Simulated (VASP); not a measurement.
CsSnI3, 5 atoms in the cell. Symmetry: Pm-3m, No. 221, cubic system. Conventional cell: a = 6.113 Å, b = 6.113 Å, c = 6.113 Å, α = 90.00°, β = 90.00°, γ = 90.00°. Within 5.7 Å of Cs (site symmetry m-3m) lie 12 I at 4.32 Å and 8 Sn at 5.29 Å. Within 4.0 Å of Sn (site symmetry m-3m) lie 6 I at 3.06 Å. Within 4.0 Å of I (site symmetry 4/mmm) lie 2 Sn at 3.06 Å.  This cell differs from its parent crystal: strain -0.015 along x and y, -0.015 along z.

```yaml
Program: VASP 6.6.1
Task: single point
Functional: PBE
Potentials_or_basis: VASP PAW PBE potentials, release 64 (Cs_sv, Sn_d, I)
Cutoff: 520 eV
k_mesh: 6 × 6 × 6
Occupations: gaussian, width 0.03 eV
Spin: no spin polarisation
Dipole_correction: no
Further_INCAR_settings: ALGO = Normal; EDIFF = 1e-07; NBANDS = 30
```

Potentials or basis: VASP PAW PBE potentials, release 64 (Cs_sv, Sn_d, I).

Launch:

```sh
$ cat potpaw_PBE.64/Cs_sv/POTCAR potpaw_PBE.64/Sn_d/POTCAR potpaw_PBE.64/I/POTCAR > POTCAR
$ mpirun -np 1 vasp_std > vasp.out
```

Hardware: 1 thread of AMD EPYC 9755 128-Core Processor, on a shared host.

Task: How long does it take, and how much memory?

Result: Wall time 4.2 min on 1 thread of AMD EPYC 9755 128-Core Processor (shared host), peak memory 0.36 GiB. Counts: scf iterations 18, k points 20.
